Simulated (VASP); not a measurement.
# Ca2Zr (Fm-3m) in VASP: a series of runs, part 3 of 3

VASP 6.6.1. Earlier steps stand in the parts before.

### Step 5. Single point, PBE

This run uses another cell than the first one, of 40.61 Å³/atom, 1.003 times its volume.

INCAR

```
SYSTEM = Ca2Zr
PREC = Accurate ; ENCUT = 520
EDIFF = 1E-7 ; ISMEAR = 0
SIGMA = 0.1 ; LREAL = .FALSE.
LASPH = .TRUE. ; NELM = 60
ALGO = Fast ; ISIF = 2
LWAVE = .FALSE. ; LCHARG = .FALSE.
GGA = PE ; NBANDS = 23
```

KPOINTS

```
regular mesh
0
G
  10 10 10
  0 0 0
```

POSCAR

```
Ca2Zr
1.0
    0.0000000000      3.9347078652      3.9347078652
    3.9347078652      0.0000000000      3.9347078652
    3.9347078652      3.9347078652      0.0000000000
Ca Zr
2 1
Direct
    0.2500000000      0.2500000000      0.2500000000
    0.7500000000      0.7500000000      0.7500000000
    0.0000000000      0.0000000000      0.0000000000
```

Potentials or basis: VASP PAW PBE potentials, release 64 (Ca_sv, Zr_sv).

Started as:

```
$ cat potpaw_PBE.64/Ca_sv/POTCAR potpaw_PBE.64/Zr_sv/POTCAR > POTCAR
$ mpirun -np 1 vasp_std > vasp.out
```

OUTCAR:

```text
SYSTEM = Ca2Zr
   PREC = Accurate
   ENCUT = 520
   EDIFF = 1E-7
   ISMEAR = 0
   LREAL = .FALSE.
   LASPH = .TRUE.
   NELM = 60
   ISIF = 2
   GGA = PE

 ion  position               nearest neighbor table
   1  0.250  0.250  0.250-   3 3.41   3 3.41   3 3.41   3 3.41
   2  0.750  0.750  0.750-   3 3.41   3 3.41   3 3.41   3 3.41
   3  0.000  0.000  0.000-   2 3.41   2 3.41   2 3.41   1 3.41   2 3.41   1 3.41   1 3.41   1 3.41

  LATTYP: Found a face centered cubic cell.
 ALAT       =     7.8694157304

  Lattice vectors:

 A1 = (   0.0000000000,   3.9347078652,   3.9347078652)
 A2 = (   3.9347078652,   0.0000000000,   3.9347078652)
 A3 = (   3.9347078652,   3.9347078652,   0.0000000000)

Analysis of symmetry for initial positions (statically):
=====================================================================
 Subroutine PRICEL returns:
 Original cell was already a primitive cell.

 Routine SETGRP: Setting up the symmetry group for a
 face centered cubic supercell.

 Subroutine GETGRP returns: Found 48 space group operations
 (whereof 48 operations were pure point group operations)
[... 162 lines left out ...]
  ext. energy  EPLUGINS =         0.00000000
  ---------------------------------------------------
  free energy    TOTEN  =        -9.14163834 eV

  energy without entropy =       -9.10124590  energy(sigma->0) =       -9.12144212

 E-fermi :   2.3280     XC(G=0):  -8.0205

 val. band max:        2.3205665750   @ k =  -0.3000   0.2000   0.0000
 cond. band min:       2.3282907633   @ k =  -0.4000   0.1000   0.0000
 fundamental gap:      0.0077241884
 Fermi energy:         2.3280195436

 k-point     1 :       0.0000    0.0000    0.0000
  band No.  band energies     occupation
      1     -47.0639      2.00000
      2     -38.9420      2.00000
      3     -38.9293      2.00000
      4     -25.0850      2.00000
      5     -25.0850      2.00000
      6     -25.0850      2.00000
[... 613 lines left out ...]
     22       4.7775      0.00000
     23       5.5514      0.00000

 [... further k-points ...]
[... 5 lines left out ...]
  --------------------------------------------------------------------------------------
  -------------------------------------------------------------------------------------
  Total        0.0386152      0.0386152      0.0386152      0.0000000      0.0000000      0.0000000
  in kB        0.5078096      0.5078096      0.5078096      0.0000000      0.0000000      0.0000000
  external PRESSURE =       0.5078096 kB  Pullay stress =       0.0000000 kB

 VOLUME and BASIS-vectors are now :
 -----------------------------------------------------------------------------
  energy-cutoff  :      520.00
  volume of cell :      121.83
      direct lattice vectors                 reciprocal lattice vectors
     0.000000000  3.934707865  3.934707865    -0.127074237  0.127074237  0.127074237
     3.934707865  0.000000000  3.934707865     0.127074237 -0.127074237  0.127074237
     3.934707865  3.934707865  0.000000000     0.127074237  0.127074237 -0.127074237

 POSITION                                       TOTAL-FORCE (eV/Angst)
 -----------------------------------------------------------------------------------
      1.96735      1.96735      1.96735         0.000000      0.000000      0.000000
      5.90206      5.90206      5.90206        -0.000000     -0.000000     -0.000000
      0.00000      0.00000      0.00000        -0.000000     -0.000000     -0.000000
 -----------------------------------------------------------------------------------
    total drift:                               -0.000000     -0.000000      0.000000

  FREE ENERGIE OF THE ION-ELECTRON SYSTEM (eV)
  ---------------------------------------------------
  free  energy   TOTEN  =        -9.1416383431 eV

  energy  without entropy=       -9.1012458976  energy(sigma->0) =       -9.12144212
```

OSZICAR:

```text
N       E                     dE             d eps       ncg     rms          rms(c)
DAV:   1     0.318674340711E+03    0.31867E+03   -0.15498E+04  2162   0.128E+03
DAV:   2     0.979992420373E+01   -0.30887E+03   -0.30267E+03  2436   0.378E+02
DAV:   3    -0.884675658180E+01   -0.18647E+02   -0.18022E+02  4277   0.724E+01
[... 19 lines left out ...]
RMM:  23    -0.914163789509E+01   -0.57841E-06   -0.49731E-06  2762   0.580E-03    0.273E-03
RMM:  24    -0.914163803962E+01   -0.14453E-06   -0.28467E-06  2311   0.392E-03    0.114E-03
RMM:  25    -0.914163811886E+01   -0.79234E-07   -0.21372E-06  2497   0.331E-03    0.410E-04
RMM:  26    -0.914163825341E+01   -0.13455E-06   -0.12998E-06  1904   0.241E-03    0.265E-04
RMM:  27    -0.914163834314E+01   -0.89733E-07   -0.94662E-07  1744   0.200E-03
   1 F= -.91416383E+01 E0= -.91214421E+01  d E =-.403924E-01
```

stdout:

```text
POSCAR found type information on POSCAR CaZr
 POSCAR found :  2 types and       3 ions
 scaLAPACK will be used
[... 27 lines left out ...]
 num prob  num prob  num prob  num prob WARNING in EDDRMM: call to ZHEGV failed, returncode =   8  4     10
 num prob  num prob  num prob  num prob WARNING in EDDRMM: call to ZHEGV failed, returncode =   8  4     21
 num prob RMM:  26    -0.914163825341E+01   -0.13455E-06   -0.12998E-06  1904   0.241E-03    0.265E-04
 num prob  num prob  num prob  num prob  num prob  num prob  num prob  num prob  num prob  num prob  num prob  num prob  num prob  num prob  num prob  num prob  num prob  num prob  num prob  num prob  num prob  num prob  num prob  num prob  num prob  num prob  num prob  num prob  num prob  num prob  num prob  num prob RMM:  27    -0.914163834314E+01   -0.89733E-07   -0.94662E-07  1744   0.200E-03
```

Run time: 4.3 min. Hardware: 1 thread of AMD EPYC 7R43 (Zen 3), shared host; peak memory 0.29 GiB.

Results:

```yaml
Free_energy: -9.1416 eV
Pressure: 0.1 GPa
Band_gap_on_the_k_mesh: zero (band 16 reaches 2.49 eV, above the bottom of band 17 at 2.31 eV)
```

Levels at points of the mesh, in eV from the Fermi level:
```csv
k point,band 13,band 14,band 15,band 16,band 17,band 18,band 19,band 20
"(0.00, 0.00, 0.00)",-3.80,-0.13,-0.13,0.03,0.03,0.03,1.12,1.12
"(0.50, 0.00, 0.00)",-2.31,-1.27,-0.15,-0.15,0.06,0.38,0.38,1.41
"(0.50, 0.50, 0.00)",-1.47,-1.21,-0.87,-0.63,0.39,0.39,0.92,1.34
```

### Step 6. The runs side by side

| task | cell | k mesh | cutoff (eV) | gap on the mesh (eV) | pressure (GPa) |
| --- | --- | --- | --- | --- | --- |
| single point | a = 5.558 Å, angles 60.0°, 3 atoms | 4 × 4 × 4 | 520 | none | 0.2 |
| single point | a = 4.651 Å, angles 60.0°, 3 atoms | 6 × 6 × 6 | 520 | none | 23.1 |
| relaxation of cell and atoms | relaxed from a = 4.651 Å, angles 60.0°, 3 atoms | 4 × 4 × 4 | 600 | none | -0.1 |
| single point | a = 5.565 Å, angles 60.0°, 3 atoms | 10 × 10 × 10 | 520 | none | 0.1 |

Alike in all rows: level PBE; potentials or basis VASP PAW PBE potentials, release 64 (Ca_sv, Zr_sv); no spin polarisation; smearing gaussian 0.1 eV.

Caveats: some runs use coarse meshes; the volume moved by over 15 % at a fixed basis, so the end points are rough (some runs).

Absolute energies hang on the potentials; compare differences alone.
